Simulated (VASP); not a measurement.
Runs of VASP 6.6.1 on SnSe. The structure is that of space group Fm-3m (No. 225), or close to it. The cells are those of the table. 

```csv
cell,gap on the mesh (eV),pressure (GPa)
"a = 4.236, b = 4.257 Å, angles 59.8, 60.3, 59.8°, 2 atoms",0.48,0.5
"a = 4.294, b = 4.257 Å, angles 60.3, 59.4, 60.3°, 2 atoms",0.39,-0.9
"a = 4.214, b = 4.257 Å, angles 59.7, 60.7, 59.7°, 2 atoms",0.48,1.2
"a = 4.246, b = 4.257 Å, angles 59.9, 60.2, 59.9°, 2 atoms",0.48,(a)
"a = 4.300, b = 4.257 Å, angles 60.3, 59.3, 60.3°, 2 atoms",(b),-1.0
```

Alike in all rows: task single point; level r2SCAN; potentials or basis VASP PAW PBE potentials, release 64 (Sn_d, Se); no spin polarisation; k mesh 10 × 10 × 10; cutoff (eV) 520; smearing gaussian 0.05 eV.

Task: Estimate the missing entries.

Result: (a) 0.2; (b) 0.38.

Caveats: the PAW data sets were made with another functional, which shifts forces and pressure a little; spin-orbit coupling is left out, which moves the levels of the heavy elements.

A k mesh can miss the band edges, and the runs leave out spin-orbit coupling on Se, Sn.
